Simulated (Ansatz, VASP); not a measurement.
**One calculation of LiH3, two programs**

File INCAR:

```
PREC = Accurate ; ENCUT = 1230
EDIFF = 1E-7 ; ISMEAR = 0
SIGMA = 0.1 ; LREAL = F
LASPH = T ; NELM = 120
ALGO = Normal ; ISIF = 3
LWAVE = F ; LCHARG = F
GGA = PE ; IBRION = 2
NSW = 90 ; EDIFFG = -0.04
GGA_COMPAT = F ; NELMIN = 4
```

File KPOINTS:

```
regular mesh
0
Gamma
  6 6 4
```

Contents of POSCAR:

```
LiH3
1.0
    4.6618315558      0.0000000000      0.0000000000
   -2.3309157779      4.0372645555      0.0000000000
    0.0000000000      0.0000000000      3.7489761158
Li H
2 6
Direct
    0.3333333333      0.6666666667      0.1666666667
    0.6666666667      0.3333333333      0.6666666667
    0.3333333333      0.4080665599      0.4252667734
    0.0747332266      0.6666666667      0.4252667734
    0.5919334401      0.9252667734      0.4252667734
    0.6666666667      0.0747332266      0.9252667734
    0.4080665599      0.3333333333      0.9252667734
    0.9252667734      0.5919334401      0.9252667734
```

Input for Ansatz:

```yaml
crystal:
  lattice:
    - [4.6618315558, 0.0, 0.0]
    - [-2.3309157779, 4.0372645555, 0.0]
    - [0.0, 0.0, 3.7489761158]
  atoms:
    - { symbol: Li, position: [0.3333333333, 0.6666666667, 0.1666666667] }
    - { symbol: Li, position: [0.6666666667, 0.3333333333, 0.6666666667] }
    - { symbol: H, position: [0.3333333333, 0.4080665599, 0.4252667734] }
    - { symbol: H, position: [0.0747332266, 0.6666666667, 0.4252667734] }
    - { symbol: H, position: [0.5919334401, 0.9252667734, 0.4252667734] }
    - { symbol: H, position: [0.6666666667, 0.0747332266, 0.9252667734] }
    - { symbol: H, position: [0.4080665599, 0.3333333333, 0.9252667734] }
    - { symbol: H, position: [0.9252667734, 0.5919334401, 0.9252667734] }
basis:
  ecutwfc: 420
kpoints:
  mp_grid: { grid: [6, 6, 4] }
hamiltonian:
  xc: pbe
scf:
  occupations: { method: gaussian, width: 0.1 }
  lower_state_search: "off"
output:
  forces: true
  stress: true
  eigenvalues: true
relax:
  adjacent_minimum: "off"
  f_tol: 0.04
  max_steps: 70
  cell: { stress_tol: 0.4 }
```

Alike in both runs: task relaxation of cell and atoms; functional PBE; k mesh 6 × 6 × 4; occupations gaussian, width 0.1 eV; no spin polarisation.

|  | VASP | Ansatz |
| --- | --- | --- |
| version | VASP 6.6.1 | Ansatz 0.2.0 |
| potentials or method | VASP PAW PBE potentials, release 64 (Li_sv, H_h), cutoff 1230 eV | scalar-relativistic, plane waves, PAW |
| valence electrons in the cell | 12 | 12 |

```csv
,VASP,Ansatz,Ansatz less VASP
"gap on the k mesh at the Fermi level, each at its own relaxed structure (eV)",none,none,-
relaxed volume (Å³/atom),7.38,9.28,+1.895
relaxed length of the cell vector where the two differ most in proportion (Å),5.328,5.787,+0.4585
```

A gap of «none» marks a metal or a gap that the smearing closes. One of these differences is far larger than is usual between the two programs; its cause wasn't traced.

The k mesh is coarse, so the values compare programs but aren't converged. Noted on VASP's run: the volume moved by over 15 % at a fixed basis, so the end points are rough.
